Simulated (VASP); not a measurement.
# Os (Fm-3m) in VASP: further runs, part 2 of 2

VASP 6.6.1. Earlier steps stand in the parts before.

### Step 4. Single point, SVWN5, collinear spin (14.72 Å³/atom)

This run uses another cell than the first one, of 14.72 Å³/atom.

Contents of INCAR:

```
SYSTEM = Os
PREC = Accurate
ENCUT = 520
EDIFF = 1E-6
ISMEAR = 1
SIGMA = 0.05
LREAL = .False.
LASPH = .True.
NELM = 150
ALGO = Normal
ISIF = 2
LWAVE = .False.
LCHARG = .False.
ISPIN = 2
MAGMOM = 1
LORBIT = 11
LMAXMIX = 4
GGA = VW
NBANDS = 14
```

Contents of KPOINTS:

```
Automatic mesh
0
Gamma
  12 12 12
  0 0 0
```

Contents of POSCAR:

```
Os
1.0
    0.0000000000      1.9450000000      1.9450000000
    1.9450000000      0.0000000000      1.9450000000
    1.9450000000      1.9450000000      0.0000000000
Os
1
Direct
    0.0000000000      0.0000000000      0.0000000000
```

Potentials or basis: VASP PAW PBE potentials, release 64 (Os).

On the command line:

```console
$ cat potpaw_PBE.64/Os/POTCAR > POTCAR
$ mpirun -np 1 vasp_std > vasp.out
```

OUTCAR:

```text
SYSTEM = Os
   PREC = Accurate
   ENCUT = 520
   EDIFF = 1E-6
   ISMEAR = 1
   LREAL = .False.
   LASPH = .True.
   NELM = 150
   ISIF = 2
   ISPIN = 2
   LORBIT = 11
   GGA = VW

 ion  position               nearest neighbor table
   1  0.000  0.000  0.000-

  LATTYP: Found a face centered cubic cell.
 ALAT       =     3.8900000000

  Lattice vectors:

 A1 = (   0.0000000000,   1.9450000000,   1.9450000000)
 A2 = (   1.9450000000,   0.0000000000,   1.9450000000)
 A3 = (   1.9450000000,   1.9450000000,   0.0000000000)

Analysis of symmetry for initial positions (statically):
=====================================================================
 Subroutine PRICEL returns:
 Original cell was already a primitive cell.

 Routine SETGRP: Setting up the symmetry group for a
 face centered cubic supercell.

 Subroutine GETGRP returns: Found 48 space group operations
 (whereof 48 operations were pure point group operations)
 out of a pool of 48 trial point group operations.

The static configuration has the point symmetry O_h .

Analysis of symmetry for dynamics (positions and initial velocities):
[... 608 lines left out ...]
     13      44.2441      0.00000
     14      44.2441      0.00000
[... 379 lines left out ...]
      3       6.2258      1.00000
      4       6.2323      1.00000
      5      10.0985      0.00000
      6      13.1457      0.00000
      7      16.5058      0.00000
      8      23.9762      0.00000
      9      26.2047      0.00000
     10      28.1972      0.00000
     11      36.5514      0.00000
     12      38.4404      0.00000
     13      41.6984      0.00000
     14      44.4547      0.00000

 [... further k-points ...]

------------------------ aborting loop because EDIFF is reached ----------------------------------------

  FORCE on cell =-STRESS in cart. coord.  units (eV):
  Direction    XX          YY          ZZ          XY          YZ          ZX
  --------------------------------------------------------------------------------------
  -------------------------------------------------------------------------------------
  Total       -2.3291034     -2.3291034     -2.3291034      0.0000000      0.0000000     -0.0000000
  in kB     -253.5773976   -253.5773976   -253.5773976      0.0000000      0.0000000     -0.0000000
  external PRESSURE =    -253.5773976 kB  Pullay stress =       0.0000000 kB

 VOLUME and BASIS-vectors are now :
 -----------------------------------------------------------------------------
  energy-cutoff  :      520.00
  volume of cell :       14.72
      direct lattice vectors                 reciprocal lattice vectors
     0.000000000  1.945000000  1.945000000    -0.257069409  0.257069409  0.257069409
     1.945000000  0.000000000  1.945000000     0.257069409 -0.257069409  0.257069409
     1.945000000  1.945000000  0.000000000     0.257069409  0.257069409 -0.257069409

 POSITION                                       TOTAL-FORCE (eV/Angst)
 -----------------------------------------------------------------------------------
      0.00000      0.00000      0.00000         0.000000      0.000000      0.000000
 -----------------------------------------------------------------------------------
    total drift:                                0.000000      0.000000     -0.000000

  FREE ENERGIE OF THE ION-ELECTRON SYSTEM (eV)
  ---------------------------------------------------
  free  energy   TOTEN  =        83.0518428618 eV

  energy  without entropy=       83.0519664401  energy(sigma->0) =       83.05188405

 total charge

# of ion       s       p       d       tot
------------------------------------------
    1        0.632   0.698   5.983   7.314

 magnetization (x)

# of ion       s       p       d       tot
------------------------------------------
    1       -0.001   0.001   0.024   0.024
```

stdout:

```text
POSCAR found type information on POSCAR Os
 POSCAR found :  1 types and       1 ions
 scaLAPACK will be used
 -----------------------------------------------------------------------------
|                                                                             |
|                                                                             |
|     You enforced a specific xc type in the INCAR file but a different       |
|     I HOPE YOU KNOW WHAT YOU ARE DOING!                                     |
|                                                                             |
 -----------------------------------------------------------------------------

 LDA part: xc-table for (Slater(with rela. corr.)+VWN5), standard interpolation
 POSCAR, INCAR and KPOINTS ok, starting setup
 FFT: planning ... GRIDC
 FFT: planning ... GRID_SOFT
 FFT: planning ... GRID
 WAVECAR not read
 entering main loop
```

Run time: 47 s. Hardware: 1 thread of Intel Xeon 8259CL, shared host; peak memory 0.14 GiB.

What came out:

- Free energy: 83.0518 eV
- Pressure: -25.4 GPa
- Band gap on the k mesh: zero (filled and empty bands overlap)
- Net moment: 0.03 μB per cell
- Site moments: Os +0.02 μB
- Valence electrons inside the program's atomic spheres: Os 7.31

Levels at points of the mesh, in eV from the Fermi level:
Spin up:
| k point | band 1 | band 2 | band 3 | band 4 | band 5 | band 6 | band 7 | band 8 |
| --- | --- | --- | --- | --- | --- | --- | --- | --- |
| (0.00, 0.00, 0.00) | -10.50 | -2.93 | -2.93 | -2.93 | -0.09 | -0.09 | 14.34 | 19.80 |
| (0.50, 0.00, 0.00) | -7.38 | -3.06 | -3.06 | -0.26 | 2.14 | 2.14 | 8.20 | 13.85 |
| (0.50, 0.50, 0.00) | -7.20 | -6.53 | 2.11 | 2.18 | 2.77 | 2.77 | 11.27 | 11.88 |
Spin down:
| k point | band 1 | band 2 | band 3 | band 4 | band 5 | band 6 | band 7 | band 8 |
| --- | --- | --- | --- | --- | --- | --- | --- | --- |
| (0.00, 0.00, 0.00) | -10.47 | -2.86 | -2.86 | -2.86 | -0.01 | -0.01 | 14.34 | 19.82 |
| (0.50, 0.00, 0.00) | -7.34 | -2.99 | -2.99 | -0.22 | 2.23 | 2.23 | 8.28 | 13.85 |
| (0.50, 0.50, 0.00) | -7.15 | -6.48 | 2.20 | 2.23 | 2.86 | 2.86 | 11.35 | 11.92 |

Caveat: the cell stands under tension; the PAW data sets were made with another functional, which shifts forces and pressure a little; spin-orbit coupling is left out, which moves the levels of the heavy elements.

### Step 5. Single point, SVWN5, collinear spin (15.01 Å³/atom)

This run uses another cell than the first one, of 15.01 Å³/atom.

Contents of INCAR:

```
PREC = Accurate ; ENCUT = 520
EDIFF = 1E-6 ; ISMEAR = 1
SIGMA = 0.05 ; LREAL = F
LASPH = T ; NELM = 150
ALGO = Normal ; ISIF = 2
LWAVE = F ; LCHARG = T
ISPIN = 2 ; MAGMOM = 1
LORBIT = 11 ; LMAXMIX = 4
GGA = VW ; LELF = T
LVHAR = T ; NBANDS = 14
```

Contents of KPOINTS:

```
Automatic mesh
0
Gamma
  12 12 12
```

Contents of POSCAR:

```
Os
1.0
    0.0000000000      1.9578811701      1.9578811701
    1.9578811701      0.0000000000      1.9578811701
    1.9578811701      1.9578811701      0.0000000000
Os
1
Direct
    0.0000000000      0.0000000000      0.0000000000
```

On the command line:

```console
$ cat potpaw_PBE.64/Os/POTCAR > POTCAR
$ mpirun -np 1 vasp_std > vasp.out
```

Run time: 56 s. Hardware: 1 thread of Intel Xeon 8259CL, shared host; peak memory 0.15 GiB.

The run converged. Its results:

```
Free energy                                           : 83.1032 eV
Pressure                                              : -31.4 GPa
Band gap on the k mesh                                : zero (filled and empty bands overlap)
Net moment                                            : 0.03 μB per cell
Site moments                                          : Os +0.03 μB
Valence electrons inside the program's atomic spheres : Os 7.25
```

Levels at points of the mesh, in eV from the Fermi level:
Spin up:
| k point | band 2 | band 3 | band 4 | band 5 | band 6 | band 7 |
| --- | --- | --- | --- | --- | --- | --- |
| (0.00, 0.00, 0.00) | -2.84 | -2.84 | -2.84 | -0.09 | -0.09 | 14.34 |
| (0.50, 0.00, 0.00) | -2.97 | -2.97 | -0.24 | 2.07 | 2.07 | 7.95 |
| (0.50, 0.50, 0.00) | -6.35 | 2.03 | 2.15 | 2.67 | 2.67 | 10.96 |
Spin down:
```csv
k point,band 1,band 2,band 3,band 4,band 5,band 6,band 7,band 8
"(0.00, 0.00, 0.00)",-10.29,-2.78,-2.78,-2.78,-0.01,-0.01,14.35,19.71
"(0.50, 0.00, 0.00)",-7.16,-2.90,-2.90,-0.20,2.16,2.16,8.03,13.85
"(0.50, 0.50, 0.00)",-6.96,-6.30,2.13,2.19,2.76,2.76,11.04,11.79
```

Caveat: the cell stands under tension; the PAW data sets were made with another functional, which shifts forces and pressure a little; spin-orbit coupling is left out, which moves the levels of the heavy elements.

### Step 6. Single point, SVWN5, collinear spin (15.30 Å³/atom)

This run uses another cell than the first one, of 15.30 Å³/atom.

Contents of INCAR:

```
PREC     = Accurate       # precision mode
ENCUT    = 520            # plane-wave cutoff, eV
EDIFF    = 1E-7           # SCF threshold, eV
ISMEAR   = 1              # smearing method
SIGMA    = 0.05           # smearing width, eV
LREAL    = False          # projectors in reciprocal space
LASPH    = True           # aspherical terms in the spheres
NELM     = 150            # most SCF steps
ALGO     = Fast           # electronic algorithm
ISIF     = 2              # what is computed and relaxed
LWAVE    = False          # write WAVECAR
LCHARG   = True           # write CHGCAR
ISPIN    = 2              # spin polarisation
MAGMOM   = 1              # initial moments
LORBIT   = 11             # projections on sites
LMAXMIX  = 4              # l up to which the mixer works
GGA      = VW             # functional
LELF     = True           # ELF
LVHAR    = True         
NBANDS   = 14             # bands
```

Contents of KPOINTS:

```
regular mesh
0
Gamma
  12 12 12
```

Contents of POSCAR:

```
Os
1.0
    0.0000000000      1.9705950404      1.9705950404
    1.9705950404      0.0000000000      1.9705950404
    1.9705950404      1.9705950404      0.0000000000
Os
1
Direct
    0.0000000000      0.0000000000      0.0000000000
```

Potentials or basis: VASP PAW PBE potentials, release 64 (Os).

On the command line:

```console
$ cat potpaw_PBE.64/Os/POTCAR > POTCAR
$ mpirun -np 1 vasp_std > vasp.out
```

OUTCAR:

```text
PREC = Accurate
   ENCUT = 520
   EDIFF = 1E-7
   ISMEAR = 1
   LREAL = False
   LASPH = True
   NELM = 150
   ISIF = 2
   ISPIN = 2
   LORBIT = 11
   GGA = VW

 ion  position               nearest neighbor table
   1  0.000  0.000  0.000-

  LATTYP: Found a face centered cubic cell.
 ALAT       =     3.9411900808

  Lattice vectors:

 A1 = (   0.0000000000,   1.9705950404,   1.9705950404)
 A2 = (   1.9705950404,   0.0000000000,   1.9705950404)
 A3 = (   1.9705950404,   1.9705950404,   0.0000000000)

Analysis of symmetry for initial positions (statically):
=====================================================================
 Subroutine PRICEL returns:
 Original cell was already a primitive cell.

 Routine SETGRP: Setting up the symmetry group for a
 face centered cubic supercell.

 Subroutine GETGRP returns: Found 48 space group operations
 (whereof 48 operations were pure point group operations)
 out of a pool of 48 trial point group operations.

The static configuration has the point symmetry O_h .
[... 608 lines left out ...]
      9      27.3963      0.00000
     10      27.3963      0.00000
     11      31.8671      0.00000
     12      42.4966      0.00000
     13      42.4967      0.00000
     14      42.4968      0.00000
[... 379 lines left out ...]
      3       5.7731      1.00000
      4       5.7966      1.00000
      5       9.4300      0.00000
      6      12.3549      0.00000
      7      15.5284      0.00000
      8      23.1933      0.00000
      9      25.2176      0.00000
     10      27.1287      0.00000
     11      35.4133      0.00000
     12      37.1350      0.00000
     13      40.3381      0.00000
     14      43.0612      0.00000

 [... further k-points ...]

------------------------ aborting loop because EDIFF is reached ----------------------------------------

  FORCE on cell =-STRESS in cart. coord.  units (eV):
  Direction    XX          YY          ZZ          XY          YZ          ZX
  --------------------------------------------------------------------------------------
  -------------------------------------------------------------------------------------
  Total       -3.5084459     -3.5084459     -3.5084459      0.0000000      0.0000000      0.0000000
  in kB     -367.2850144   -367.2850144   -367.2850144      0.0000000      0.0000000      0.0000000
  external PRESSURE =    -367.2850144 kB  Pullay stress =       0.0000000 kB

 VOLUME and BASIS-vectors are now :
 -----------------------------------------------------------------------------
  energy-cutoff  :      520.00
  volume of cell :       15.30
      direct lattice vectors                 reciprocal lattice vectors
     0.000000000  1.970595040  1.970595040    -0.253730467  0.253730467  0.253730467
     1.970595040  0.000000000  1.970595040     0.253730467 -0.253730467  0.253730467
     1.970595040  1.970595040  0.000000000     0.253730467  0.253730467 -0.253730467

 POSITION                                       TOTAL-FORCE (eV/Angst)
 -----------------------------------------------------------------------------------
      0.00000      0.00000      0.00000        -0.000000      0.000000      0.000000
 -----------------------------------------------------------------------------------
    total drift:                               -0.000000     -0.000000     -0.000000

  FREE ENERGIE OF THE ION-ELECTRON SYSTEM (eV)
  ---------------------------------------------------
  free  energy   TOTEN  =        83.1649641687 eV

  energy  without entropy=       83.1650539882  energy(sigma->0) =       83.16499411

 total charge

# of ion       s       p       d       tot
------------------------------------------
    1        0.612   0.652   5.925   7.189

 magnetization (x)

# of ion       s       p       d       tot
------------------------------------------
    1       -0.001   0.001   0.027   0.028
```

OSZICAR:

```text
N       E                     dE             d eps       ncg     rms          rms(c)
DAV:   1     0.135003553499E+03    0.13500E+03   -0.36147E+03  4048   0.487E+02
DAV:   2     0.837329339702E+02   -0.51271E+02   -0.46449E+02  4890   0.160E+02
[... 11 lines left out ...]
RMM:  14     0.831649752199E+02    0.29649E-05   -0.93430E-08  4330   0.247E-03    0.991E-04
RMM:  15     0.831649569992E+02   -0.18221E-04   -0.16846E-08  3547   0.858E-04    0.737E-04
RMM:  16     0.831649650496E+02    0.80505E-05   -0.30817E-09  2801   0.461E-04    0.223E-04
RMM:  17     0.831649635356E+02   -0.15141E-05   -0.22445E-10  1853   0.172E-04    0.509E-05
RMM:  18     0.831649642167E+02    0.68115E-06   -0.84823E-12  1485   0.145E-04    0.107E-05
RMM:  19     0.831649641687E+02   -0.48010E-07    0.00000E+00  1138   0.144E-04
   1 F= 0.83164964E+02 E0= 0.83164994E+02  d E =-.898195E-04  mag=     0.0323
```

stdout:

```text
POSCAR found type information on POSCAR Os
 POSCAR found :  1 types and       1 ions
 scaLAPACK will be used
 -----------------------------------------------------------------------------
|                                                                             |
|                                                                             |
|     You enforced a specific xc type in the INCAR file but a different       |
|     I HOPE YOU KNOW WHAT YOU ARE DOING!                                     |
|                                                                             |
 -----------------------------------------------------------------------------

 LDA part: xc-table for (Slater(with rela. corr.)+VWN5), standard interpolation
 POSCAR, INCAR and KPOINTS ok, starting setup
 FFT: planning ... GRIDC
 FFT: planning ... GRID_SOFT
 FFT: planning ... GRID
 WAVECAR not read
 entering main loop
```

Run time: 51 s. Hardware: 1 thread of Intel Xeon 8259CL, shared host; peak memory 0.15 GiB.

What came out:

| Quantity | Value |
| --- | --- |
| Free energy | 83.1650 eV |
| Pressure | -36.7 GPa |
| Band gap on the k mesh | zero (filled and empty bands overlap) |
| Net moment | 0.03 μB per cell |
| Site moments | Os +0.03 μB |
| Valence electrons inside the program's atomic spheres | Os 7.19 |

Caveat: the cell stands under tension; the PAW data sets were made with another functional, which shifts forces and pressure a little; spin-orbit coupling is left out, which moves the levels of the heavy elements.

### Step 7. The runs side by side

```csv
cell,gap on the mesh (eV),pressure (GPa),moment (μB)
"a = 2.713 Å, angles 60.0°, 1 atom",none,-10.7,0.02
"a = 2.732 Å, angles 60.0°, 1 atom",none,-18.5,0.03
"a = 2.751 Å, angles 60.0°, 1 atom",none,-25.4,0.03
"a = 2.769 Å, angles 60.0°, 1 atom",none,-31.4,0.03
"a = 2.787 Å, angles 60.0°, 1 atom",none,-36.7,0.03
```

Alike in all rows: task single point; level SVWN5; potentials or basis VASP PAW PBE potentials, release 64 (Os); spin collinear; k mesh 12 × 12 × 12; cutoff (eV) 520; smearing methfessel-paxton 0.05 eV.

Caveats: the cell stands under tension; the PAW data sets were made with another functional, which shifts forces and pressure a little; spin-orbit coupling is left out, which moves the levels of the heavy elements.

Total energies depend on the potentials used, so only differences within one code and one set of settings carry meaning.
